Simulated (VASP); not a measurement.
A run of VASP 6.6.1 is set up as follows.

The input INCAR:

```
PREC = Accurate
ENCUT = 520
EDIFF = 1E-6
ISMEAR = 0
SIGMA = 0.02
LREAL = F
LASPH = T
NELM = 120
ALGO = Normal
ISIF = 2
LWAVE = F
LCHARG = T
GGA = PE
LELF = T
LVHAR = T
NBANDS = 11
GGA_COMPAT = F
NELMDL = -8
```

The input KPOINTS:

```
Automatic mesh
0
Gamma
  8 8 1
  0.5 0.5 0
```

POSCAR

```
C
1.0
    2.4823000000      0.0000000000      0.0000000000
   -1.2411500000      2.0871212231      0.0000000000
    0.0000000000      0.0000000000     12.0000000000
C
2
Direct
    0.0000000000      0.0000000000      0.0000000000
    0.3333333333      0.6666666667      0.0000000000
```

Potentials or basis: VASP PAW PBE potentials, release 64 (C).

Run with:

```sh
$ cat potpaw_PBE.64/C/POTCAR > POTCAR
$ mpirun -np 1 vasp_std > vasp.out
```

(1) What does it give for the band gap on the k mesh?

(2) Predict the largest force.

Results:

(1) 1.12 eV, direct.

(2) 0.470 eV/Å.
